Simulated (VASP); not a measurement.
## LiH: single point with PBE

Crystal: LiH.

```xyz
4
Lattice="2.8341 0.0000 0.0000 0.0000 2.8341 0.0000 0.0000 0.0000 5.1364" Properties=species:S:1:pos:R:3 pbc="T T T"
Li    0.0000    1.4171    2.5682
Li    1.4171    0.0000    0.0000
H     1.4171    1.4171    1.2841
H     1.4171    1.4171    3.8523
```

The cell was generated, and may not be a known phase.

* Program: VASP 6.6.1
* Task: single point
* Functional: PBE
* Potentials or basis: VASP PAW PBE potentials, release 64 (Li_sv, H)
* Cutoff: 520 eV
* k mesh: 16 × 16 × 10
* Occupations: gaussian, width 0.1 eV
* Spin: no spin polarisation
* Dipole correction: no
* Further INCAR settings: ALGO = Normal; EDIFF = 1e-06; NBANDS = 12

- Band gap on the k mesh: zero (bands 4 and 5 overlap by 0.03 eV)

Levels at points of the mesh, in eV from the Fermi level:
| k point | band 1 | band 2 | band 3 | band 4 | band 5 | band 6 | band 7 | band 8 |
| --- | --- | --- | --- | --- | --- | --- | --- | --- |
| (0.00, 0.00, 0.00) | -46.33 | -46.32 | -6.26 | -4.10 | 2.57 | 8.07 | 10.29 | 10.29 |
| (0.50, 0.00, 0.00) | -46.31 | -46.31 | -4.36 | -1.82 | 0.04 | 4.08 | 5.22 | 7.08 |
| (0.50, 0.50, 0.00) | -46.30 | -46.30 | -3.04 | 0.07 | 3.18 | 5.40 | 5.40 | 6.06 |
| (0.00, 0.00, 0.50) | -46.33 | -46.33 | -5.41 | -5.41 | 6.05 | 6.05 | 10.26 | 10.26 |
| (0.50, 0.00, 0.50) | -46.31 | -46.31 | -3.95 | -2.66 | 0.22 | 3.03 | 7.49 | 9.62 |
| (0.50, 0.50, 0.50) | -46.30 | -46.30 | -1.89 | -1.89 | 4.55 | 4.55 | 4.98 | 4.98 |

Wall time 38 s on 1 thread of Intel(R) Xeon(R) 6975P-C (Granite Rapids) (shared host), peak memory 0.22 GiB.
